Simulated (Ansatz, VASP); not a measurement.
# Sc in VASP and in Ansatz

```
CELL_PARAMETERS angstrom
3.35843 0.00000 0.00000
-1.67921 2.90849 0.00000
0.00000 0.00000 5.10996
ATOMIC_POSITIONS crystal
Sc 0.33333 0.66667 0.25000
Sc 0.66667 0.33333 0.75000
```

Change from the starting cell: strain +0.015 along x and y, -0.030 along z, atoms carried along.

Alike in both runs: task single point; functional PBE; k mesh 18 × 18 × 10; occupations gaussian, width 0.15 eV; no spin polarisation.

|  | VASP | Ansatz |
| --- | --- | --- |
| version | VASP 6.6.1 | Ansatz 0.2.0 |
| potentials or method | VASP PAW PBE potentials, release 64 (Sc_sv), cutoff 520 eV | scalar-relativistic, plane waves, PAW |
| valence electrons in the cell | 22 | 22 |

|  | VASP | Ansatz | Ansatz less VASP |
| --- | --- | --- | --- |
| gap on the k mesh at the Fermi level (eV) | none | none | - |
| pressure (GPa) | -0.6 | -0.7 | -0.03 |
| traceless stress, the component that is largest in VASP (GPa) | 1.17 | 1.16 | -0.003 |

A gap of «none» marks a metal or a gap that the smearing closes.
